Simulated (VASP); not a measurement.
Crystal: HfB.

```
Hf B
1.0
     0.00000    2.31000    2.31000
     2.31000    0.00000    2.31000
     2.31000    2.31000    0.00000
Hf B
1 1
Direct
  0.50000 0.50000 0.50000
  0.00000 0.00000 0.00000
```

Base run:

| Quantity | Value |
| --- | --- |
| Program | VASP 6.6.1 |
| Functional | PBE |
| Potentials or basis | VASP PAW PBE potentials, release 64 (Hf_pv, B) |
| Cutoff | 520 eV |
| k mesh | 11 × 11 × 11 |
| Occupations | fermi-dirac, width 0.05 eV |
| Spin | collinear spin, ferromagnetic start |
| Starting moments | [0.8, 0.0] μB |
| Fixed moment | 0.8 μB |

Its results: pressure 32.7 GPa; site moments Hf +0.34; B +0.26 μB.

The run is repeated on the same cell with these changes: fixed moment from 0.8 μB to 0.5 μB; moments at the start from [0.8, 0.0] to [0.5, 0.0]. What comes out?

Pressure 31.4 GPa; site moments Hf +0.21; B +0.16 μB.

Caveats: the total moment is fixed, so each spin has its own Fermi level.
